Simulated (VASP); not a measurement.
# Ga (P6_3/mmc) in VASP: further runs

Runs on Ga. Level: PBEsol. Tasks: relaxation of cell and atoms.

Program: VASP 6.6.1. These are calculated values, not measurements. Logs are shortened: lines on timing, memory, paths and dates and some standing lists are left out, and cuts for length are marked.

## Step 1: The cell of the first run

The structure is hexagonal, space group P6_3/mmc (No. 194). Conventional cell: a = 2.471 Å, b = 2.471 Å, c = 4.075 Å, α = 90.00°, β = 90.00°, γ = 120.00°. Ga (site symmetry -6m2) has 12 Ga at 2.47 to 2.49 Å within 3.3 Å.

This isn't the form of Ga at room conditions, which is orthorhombic.

## Step 2: Relaxation of cell and atoms, PBEsol, target pressure 100 GPa, at which the enthalpy is minimised

File INCAR:

```
SYSTEM = Ga
PREC = Accurate ; ENCUT = 600
EDIFF = 1E-6 ; ISMEAR = -1
SIGMA = 0.08 ; LREAL = .False.
LASPH = .True. ; NELM = 60
ALGO = Normal ; ISIF = 3
LWAVE = .False. ; LCHARG = .False.
GGA = PS ; IBRION = 2
NSW = 32 ; EDIFFG = -0.005
PSTRESS = 1000.0
```

File KPOINTS:

```
Automatic mesh
0
Gamma
  17 17 9
  0 0 0
```

File POSCAR:

```
Ga
1.0
    2.4711759536      0.0000000000      0.0000000000
   -1.2355879768      2.1401011531      0.0000000000
    0.0000000000      0.0000000000      4.0745395327
Ga
2
Direct
    0.3333333333      0.6666666667      0.2500000000
    0.6666666667      0.3333333333      0.7500000000
```

Potentials or basis: VASP PAW PBE potentials, release 64 (Ga_d).

Run with:

```sh
$ cat potpaw_PBE.64/Ga_d/POTCAR > POTCAR
$ mpirun -np 1 vasp_std > vasp.out
```

OUTCAR:

```text
SYSTEM = Ga
   PREC = Accurate
   ENCUT = 600
   EDIFF = 1E-6
   ISMEAR = -1
   LREAL = .False.
   LASPH = .True.
   NELM = 60
   ISIF = 3
   GGA = PS
   IBRION = 2
   NSW = 32
   EDIFFG = -0.005
   PSTRESS = 1000.0

 ion  position               nearest neighbor table
   1  0.333  0.667  0.250-   2 2.49   2 2.49   2 2.49   2 2.49   2 2.49   2 2.49
   2  0.667  0.333  0.750-   1 2.49   1 2.49   1 2.49   1 2.49   1 2.49   1 2.49

  LATTYP: Found a hexagonal cell.
 ALAT       =     2.4711759536
 C/A-ratio  =     1.6488261497

  Lattice vectors:

 A1 = (   2.4711759536,   0.0000000000,   0.0000000000)
 A2 = (  -1.2355879768,   2.1401011531,   0.0000000000)
 A3 = (   0.0000000000,   0.0000000000,   4.0745395327)

Analysis of symmetry for initial positions (statically):
=====================================================================
 Subroutine PRICEL returns:
 Original cell was already a primitive cell.

 Routine SETGRP: Setting up the symmetry group for a
 hexagonal supercell.

 Subroutine GETGRP returns: Found 24 space group operations
 (whereof 12 operations were pure point group operations)
 out of a pool of 24 trial point group operations.

The static configuration has the point symmetry D_3d.
 The point group associated with its full space group is D_6h.

Analysis of symmetry for dynamics (positions and initial velocities):
=====================================================================
 Subroutine PRICEL returns:
 Original cell was already a primitive cell.

 Routine SETGRP: Setting up the symmetry group for a
 hexagonal supercell.

 Subroutine GETGRP returns: Found 24 space group operations
 (whereof 12 operations were pure point group operations)
 out of a pool of 24 trial point group operations.

The dynamic configuration has the point symmetry D_3d.
 The point group associated with its full space group is D_6h.

 Subroutine INISYM returns: Found 24 space group operations
 (whereof 12 operations are pure point group operations),
 and found     1 'primitive' translations

----------------------------------------------------------------------------------------

                                     Primitive cell

  volume of cell :      21.5485

  direct lattice vectors                    reciprocal lattice vectors
     2.471175954  0.000000000  0.000000000     0.404665640  0.233633816  0.000000000
    -1.235587977  2.140101153  0.000000000     0.000000000  0.467267633  0.000000000
     0.000000000  0.000000000  4.074539533     0.000000000  0.000000000  0.245426506

  length of vectors
     2.471175954  2.471175954  4.074539533     0.467267633  0.467267633  0.245426506

  position of ions in fractional coordinates (direct lattice)
     0.333333333  0.666666667  0.250000000
     0.666666667  0.333333333  0.750000000

  ion indices of the primitive-cell ions
   primitive index   ion index
                 1           1
                 2           2

----------------------------------------------------------------------------------------

 KPOINTS: Automatic mesh

Automatic generation of k-mesh.
 Grid dimensions read from file:
 generate k-points for:   17   17    9

 Generating k-lattice:

  Cartesian coordinates                     Fractional coordinates (reciprocal lattice)
     0.023803861  0.013743166  0.000000000     0.058823529  0.000000000  0.000000000
     0.000000000  0.027486331  0.000000000     0.000000000  0.058823529  0.000000000
     0.000000000  0.000000000  0.027269612     0.000000000  0.000000000  0.111111111

  Length of vectors
     0.027486331  0.027486331  0.027269612

  Shift w.r.t. Gamma in fractional coordinates (k-lattice)
     0.000000000  0.000000000  0.000000000

 Subroutine IBZKPT returns following result:
 ===========================================

 Found    165 irreducible k-points:

 Following reciprocal coordinates:
            Coordinates               Weight
  0.000000  0.000000  0.000000      1.000000
  0.058824 -0.000000  0.000000      6.000000
  0.117647 -0.000000  0.000000      6.000000
  0.176471 -0.000000  0.000000      6.000000
  0.235294 -0.000000  0.000000      6.000000
  0.294118 -0.000000  0.000000      6.000000
[... 16 lines left out ...]
  0.411765  0.117647  0.000000     12.000000
  0.176471  0.176471  0.000000      6.000000
 [... further k-points ...]
   k-points           NKPTS =    165   k-points in BZ     NKDIM =    165   number of bands    NBANDS=     17
   number of dos      NEDOS =    301   number of ions     NIONS =      2
   total plane-waves  NPLWV =  14400
   dimension x,y,z NGX =    20 NGY =   20 NGZ =   36
   dimension x,y,z NGXF=    40 NGYF=   40 NGZF=   72
   ions per type =               2
   NGX,Y,Z   is equivalent  to a cutoff of  13.45, 13.45, 14.69 a.u.
   NGXF,Y,Z  is equivalent  to a cutoff of  26.91, 26.91, 29.38 a.u.
 SYSTEM =  Ga
   PREC   = accura    normal or accurate (medium, high low for compatibility)
   ISTART =      0    job   : 0-new  1-cont  2-samecut
   ICHARG =      2    charge: 1-file 2-atom 10-const
   ISPIN  =      1    spin polarized calculation?
   LNONCOLLINEAR =      F non collinear calculations
   LSORBIT =      F    spin-orbit coupling
   LASPH  =      T    aspherical Exc in radial PAW
   ENCUT  =  600.0 eV  44.10 Ry    6.64 a.u.   4.94  4.94  8.14*2*pi/ulx,y,z
   NELM   =     60;   NELMIN=  2; NELMDL= -5     # of ELM steps
   EDIFF  = 0.1E-05   stopping-criterion for ELM
   LREAL  =      F    real-space projection
   EDIFFG = -.5E-02   stopping-criterion for IOM
   NSW    =     32    number of steps for IOM
   IBRION =      2    ionic relax: 0-MD 1-quasi-New 2-CG
   NFREE  =      1    steps in history (QN), initial steepest desc. (CG)
   ISIF   =      3    stress and relaxation
   ISYM   =      2    0-nonsym 1-usesym 2-fastsym
   POTIM  = 0.5000    time-step for ionic-motion
   TEBEG  =    0.0;   TEEND  =   0.0 temperature during run
   PSTRESS= 1000.0 pullay stress
   NELECT =      26.0000    total number of electrons
   NUPDOWN=      -1.0000    fix difference up-down
   EMIN   =  10.00;   EMAX   =-10.00  energy-range for DOS
   EFERMI =   0.00;   METHOD = LEGACY
   ISMEAR =    -1;   SIGMA  =   0.08  broadening in eV -4-tet -1-fermi 0-gaus
   EFERMI_NEDOS =   21; number of points for ismear=-14 and -15
   IALGO  =     38    algorithm
   IMIX   =      4    mixing-type and parameters
     AMIX     =   0.40;   BMIX     =  1.00
     AMIX_MAG =   1.60;   BMIX_MAG =  1.00
  volume/ion in A,a.u.               =      10.77        72.71
  Fermi-wavevector in a.u.,A,eV,Ry     =   1.742852  3.293512 41.328135  3.037532
  Thomas-Fermi vector in A             =   2.815037
   LORBIT       =      0    0 simple, 1 ext, 2 COOP (PROOUT), +10 PAW based schemes
   GGA     = PS    functional components
   LHFCALC =     F    Hartree Fock is set to
   AEXX    =    0.0000 exact exchange contribution
   IVDW    =     0    specifies the selected vdW correction
   LEPSILON=     F    determine dielectric tensor
   LRPA    =     F    only Hartree local field effects (RPA)
 conjugate gradient relaxation of ions
 non-spin polarized calculation
  energy-cutoff  :      600.00
  volume of cell :       21.55
 maximum number of plane-waves:       747
 NGX is ok and might be reduce to    20
   NGX =  9   NGY =  9   NGZ = 17

--------------------------------------- Ionic step        1  -------------------------------------------

 number of electron      26.0000002 magnetization

 Free energy of the ion-electron system (eV)
  ---------------------------------------------------
  ext. energy  EPLUGINS =         0.00000000
  ---------------------------------------------------
  free energy    TOTEN  =        -3.92423615 eV

  energy without entropy =       -3.90966569  energy(sigma->0) =       -3.91695092

------------------------ aborting loop because EDIFF is reached ----------------------------------------

  FORCE on cell =-STRESS in cart. coord.  units (eV):
  Direction    XX          YY          ZZ          XY          YZ          ZX
  --------------------------------------------------------------------------------------
  -------------------------------------------------------------------------------------
  Total       13.5352215     13.5352215     13.5403377      0.0000000     -0.0000000      0.0000000
  in kB     1006.3740835   1006.3740835   1006.7544866      0.0000000     -0.0000000      0.0000000
  external PRESSURE =       6.5008845 kB  Pullay stress =    1000.0000000 kB
[... 93 lines left out ...]
  FREE ENERGIE OF THE ION-ELECTRON SYSTEM (eV)
  ---------------------------------------------------
  free  energy   TOTEN  =        -3.9433733259 eV

  energy  without entropy=       -3.9288143046  energy(sigma->0) =       -3.93609382

  enthalpy is  TOTEN    =         9.5252147829 eV   P V=       13.4685881088

[... ionic steps 4 to 8 ...]

--------------------------------------- Ionic step        9  -------------------------------------------

 number of electron      26.0000001 magnetization

------------------------ aborting loop because EDIFF is reached ----------------------------------------

  FORCE on cell =-STRESS in cart. coord.  units (eV):
  Direction    XX          YY          ZZ          XY          YZ          ZX
  --------------------------------------------------------------------------------------
  -------------------------------------------------------------------------------------
  Total       13.4992370     13.4992370     13.5028552      0.0000000     -0.0000000      0.0000000
  in kB     1002.5464875   1002.5464876   1002.8152016      0.0000000     -0.0000000      0.0000000
  external PRESSURE =       2.6360589 kB  Pullay stress =    1000.0000000 kB
[... 61 lines left out ...]
  enthalpy is  TOTEN    =         9.5252133644 eV   P V=       13.4663459398

--------------------------------------- Ionic step       11  -------------------------------------------

 number of electron      26.0000001 magnetization

 Free energy of the ion-electron system (eV)
  ---------------------------------------------------
  ext. energy  EPLUGINS =         0.00000000
  ---------------------------------------------------
  free energy    TOTEN  =        -3.94043398 eV

  energy without entropy =       -3.92586943  energy(sigma->0) =       -3.93315171

 E-fermi :  12.5298     XC(G=0): -14.3067

 val. band max:       12.5114283611   @ k =   0.2941   0.0588   0.1111
 cond. band min:      12.5333078285   @ k =   0.2941   0.1176   0.1111
 fundamental gap:      0.0218794674
 Fermi energy:        12.5298095599

 k-point     1 :       0.0000    0.0000    0.0000
  band No.  band energies     occupation
      1      -4.3951      2.00000
      2      -4.3134      2.00000
      3      -3.7922      2.00000
      4      -3.7217      2.00000
      5      -3.7217      2.00000
      6      -3.6263      2.00000
[... 9 lines left out ...]
     16      29.7235      0.00000
     17      30.0061      0.00000
[... 443 lines left out ...]
      1      -4.0773      2.00000
      2      -4.0442      2.00000
      3      -3.9407      2.00000
      4      -3.7193      2.00000
      5      -3.6172      2.00000
      6      -3.4862      2.00000
[... 9 lines left out ...]
     16      23.9937      0.00000
     17      24.3897      0.00000

 [... further k-points ...]
[... 5 lines left out ...]
  --------------------------------------------------------------------------------------
  -------------------------------------------------------------------------------------
  Total       13.4607334     13.4607334     13.4650442      0.0000000     -0.0000000      0.0000000
  in kB      999.6350818    999.6350818    999.9552135      0.0000000     -0.0000000      0.0000000
  external PRESSURE =      -0.2582077 kB  Pullay stress =    1000.0000000 kB
[... 17 lines left out ...]
  FREE ENERGIE OF THE ION-ELECTRON SYSTEM (eV)
  ---------------------------------------------------
  free  energy   TOTEN  =        -3.9404339840 eV

  energy  without entropy=       -3.9258694276  energy(sigma->0) =       -3.93315171

  enthalpy is  TOTEN    =         9.5252133034 eV   P V=       13.4656472874

 reached required accuracy - stopping structural energy minimisation
```

Wall time 1.9 min (1 thread of Intel Xeon 6975P-C (Granite Rapids), shared host); peak memory 0.19 GiB.

Results:

```
Free energy                                                : -3.9404 eV
Relaxed volume                                             : 10.79 Å³/atom
Relaxed cell                                               : a = 2.472 Å, b = 2.472 Å, c = 4.076 Å, α = 90.00°, β = 90.00°, γ = 120.00°
Space group after relaxing (to 0.1 Å)                      : P6_3/mmc (No. 194)
Energy change on relaxing (the run minimises the enthalpy) : -8.1 meV/atom
Ionic steps                                                : 11
Pressure after relaxing                                    : 100.0 GPa
Band gap on the k mesh                                     : zero (bands 13 and 14 overlap by 8.99 eV)
```

Step by step:
```csv
step,energy change (eV),largest force (eV/Å),pressure (GPa),volume (Å³)
1,0.0000,0.0000,100.65,21.55
2,-0.0846,0.0000,97.59,21.69
3,-0.0191,0.0000,100.06,21.58
4,-0.0207,0.0000,99.67,21.58
5,-0.0195,0.0000,100.06,21.58
6,-0.0201,0.0000,99.91,21.58
7,-0.0100,0.0000,100.25,21.56
8,-0.0173,0.0000,99.92,21.58
9,-0.0155,0.0000,100.26,21.57
10,-0.0169,0.0000,99.80,21.58
11,-0.0162,0.0000,99.97,21.57
```

Final structure:
```yaml
crystal:
  lattice:
    - [2.47212, 0.00000, 0.00000]
    - [-1.23606, 2.14092, 0.00000]
    - [0.00000, 0.00000, 4.07633]
  atoms:
    - { symbol: Ga, position: [0.33333, 0.66667, 0.25000] }
    - { symbol: Ga, position: [0.66667, 0.33333, 0.75000] }
```

Caveat: the cell is relaxed towards a set pressure, so the run minimises the enthalpy, not the energy; the PAW data sets were made with another functional, which shifts forces and pressure a little.

## Step 3: Relaxation of cell and atoms, PBEsol, target pressure 100 GPa, at which the enthalpy is minimised

This run uses another cell than the first one, of 10.82 Å³/atom.

File INCAR:

```
SYSTEM = Ga
ALGO     = Normal         ! electronic algorithm
EDIFF    = 1E-6           ! SCF threshold, eV
EDIFFG   = -0.005         ! ionic threshold
ENCUT    = 600            ! plane-wave cutoff, eV
GGA      = PS             ! functional
IBRION   = 2              ! ionic algorithm
ISIF     = 3              ! what is computed and relaxed
ISMEAR   = -1             ! smearing method
LASPH    = .True.         ! aspherical terms in the spheres
LCHARG   = .False.        ! write CHGCAR
LREAL    = .False.        ! projectors in reciprocal space
LWAVE    = .False.        ! write WAVECAR
NELM     = 100            ! most SCF steps
NSW      = 60             ! ionic steps
PREC     = Accurate       ! precision mode
PSTRESS  = 1000.0       
SIGMA    = 0.08           ! smearing width, eV
```

File KPOINTS:

```
k-points
0
Gamma
  17 17 9
  0 0 0
```

File POSCAR:

```
Ga
1.0
    2.4896217875      0.0000000000      0.0000000000
   -1.2448108937      2.1560757138      0.0000000000
    0.0000000000      0.0000000000      4.0331872957
Ga
2
Direct
    0.3333333333      0.6666666667      0.2500000000
    0.6666666667      0.3333333333      0.7500000000
```

Potentials or basis: VASP PAW PBE potentials, release 64 (Ga_d).

Run with:

```sh
$ cat potpaw_PBE.64/Ga_d/POTCAR > POTCAR
$ mpirun -np 1 vasp_std > vasp.out
```

Run time: 1.7 min. Hardware: 1 thread of Intel Xeon 6975P-C (Granite Rapids), shared host; peak memory 0.19 GiB.

The run converged. Its results:

```yaml
Free_energy: -3.9436 eV
Relaxed_volume: 10.79 Å³/atom
Relaxed_cell: a = 2.473 Å, b = 2.473 Å, c = 4.076 Å, α = 90.00°, β = 90.00°, γ = 120.00°
Space_group_after_relaxing_to_0.1_Å: P6_3/mmc (No. 194)
Energy_change_on_relaxing_the_run_minimises_the_enthalpy: +20.0 meV/atom
Ionic_steps: 6
Pressure_after_relaxing: 100.0 GPa
Band_gap_on_the_k_mesh: zero (bands 13 and 14 overlap by 9.00 eV)
```

Stress tensor (GPa, compression positive):
```
 99.94   0.00   0.00
  0.00  99.94   0.00
  0.00   0.00 100.04
```

The path:
```
step  energy change (eV)  largest force (eV/Å)  pressure (GPa)  volume (Å³)
   1              0.0000                0.0000           98.72        21.65
   2              0.1679                0.0000          103.98        21.38
   3              0.0967                0.0000          101.76        21.49
   4              0.0131                0.0000           98.94        21.62
   5              0.0389                0.0000           99.86        21.58
   6              0.0400                0.0000           99.98        21.58
```

Final structure:
```xyz
2
Lattice="2.4726 0.0000 0.0000 -1.2363 2.1414 0.0000 0.0000 0.0000 4.0756" Properties=species:S:1:pos:R:3 pbc="T T T"
Ga    0.0000    1.4276    1.0189
Ga    1.2363    0.7138    3.0567
```

Levels at points of the mesh, in eV from the Fermi level:
```tsv
k point	band 11	band 12	band 13	band 14	band 15	band 16
(0.00, 0.00, 0.00)	-15.54	-7.78	-5.78	15.23	15.23	17.19
```

Caveat: the cell is relaxed towards a set pressure, so the run minimises the enthalpy, not the energy; the PAW data sets were made with another functional, which shifts forces and pressure a little.
